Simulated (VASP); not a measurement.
Input of a VASP 6.6.1 run:

File INCAR:

```
PREC = Accurate
ENCUT = 520
EDIFF = 1E-7
ISMEAR = -1
SIGMA = 0.05
LREAL = False
LASPH = True
NELM = 150
ALGO = Normal
ISIF = 2
LWAVE = False
LCHARG = True
ISPIN = 2
MAGMOM = 1 1 0 0
LORBIT = 11
LMAXMIX = 4
GGA = PE
LELF = True
LVHAR = True
NBANDS = 26
```

Contents of KPOINTS:

```
Automatic mesh
0
Gamma
  9 8 6
```

File POSCAR:

```
SiNi
1.0
    2.9975683220      0.0000000000      0.0000000000
    0.0000000000      3.3190445577      0.0000000000
    0.0000000000      0.0000000000      4.7061561413
Ni Si
2 2
Direct
    0.5000000000      0.5000000000      0.3421944262
    0.0000000000      0.0000000000      0.6578055738
    0.5000000000      0.5000000000      0.8426252596
    0.0000000000      0.0000000000      0.1573747404
```

Potentials or basis: VASP PAW PBE potentials, release 64 (Ni, Si).

The run is started by

```bash
$ cat potpaw_PBE.64/Ni/POTCAR potpaw_PBE.64/Si/POTCAR > POTCAR
$ mpirun -np 1 vasp_std > vasp.out
```

Predict the band gap on the k mesh.

zero (filled and empty bands overlap).

Estimate the largest force.

0.007 eV/Å.

Estimate the net moment.

0.00 μB per cell.

Predict the pressure.

0.1 GPa.

Forces in eV/Å, atoms in the order of the input:
```
Ni   0.000  0.000  0.007
Ni   0.000  0.000 -0.007
Si   0.000  0.000  0.002
Si   0.000  0.000 -0.002
```
